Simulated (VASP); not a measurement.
Set up this calculation in VASP 6.6.1, as the native input.

| Property | Result |
| --- | --- |
| Task | single point |
| Functional | PBE |
| Potentials or basis | VASP PAW PBE potentials, release 64 (Be, I) |
| Cutoff | 600 eV |
| k mesh | 4 × 4 × 4 |
| Occupations | gaussian, width 0.1 eV |
| Spin | no spin polarisation |
| Dipole correction | no |
| Further INCAR settings | ALGO = Normal; EDIFF = 1e-06; NBANDS = 12 |

The structure of Be2I lies in POSCAR:

```
Be2I
1.0
    3.9600084200      0.0000000000      0.0000000000
    0.0000000000      3.9600084200      0.0000000000
    0.0000000000      0.0000000000      5.6002976100
Be I
2 1
Direct
    0.5000000000      0.0000000000      0.7500000000
    0.0000000000      0.5000000000      0.2500000000
    0.0000000000      0.0000000000      0.0000000000
```

This cell differs from its parent crystal: atoms taken out.

These files were run (other wordings do the same):

INCAR

```
SYSTEM = Be2I
PREC = Accurate
ENCUT = 600
EDIFF = 1E-6
ISMEAR = 0
SIGMA = 0.1
LREAL = .False.
LASPH = .True.
NELM = 120
ALGO = Normal
ISIF = 2
LWAVE = .False.
LCHARG = .True.
GGA = PE
LELF = .True.
LVHAR = .True.
NBANDS = 12
GGA_COMPAT = .False.
```

KPOINTS

```
Automatic mesh
0
Gamma
  4 4 4
  0 0 0
```

Potentials or basis: VASP PAW PBE potentials, release 64 (Be, I).

Run with:

```bash
$ cat potpaw_PBE.64/Be/POTCAR potpaw_PBE.64/I/POTCAR > POTCAR
$ mpirun -np 1 vasp_std > vasp.out
```

Results of the run:

The pressure is -2.1 GPa and the largest force is 1.411 eV/Å. The band gap on the k mesh is zero (an odd number of electrons rules out a gap without spin polarisation).

Caveat: the k points lie up to 0.40 Å⁻¹ apart, too coarse for converged energies and pressures of a metal; the cell differs from its parent crystal (atoms taken out); spin-orbit coupling is left out, which moves the levels of the heavy elements; an odd number of electrons without spin polarisation forces a metal; a magnetic or distorted state may lie lower.

Run time: 22 s on 1 thread of AMD EPYC 7R43 64-Core Processor (Zen 3), on a shared host, peak memory 0.16 GiB.
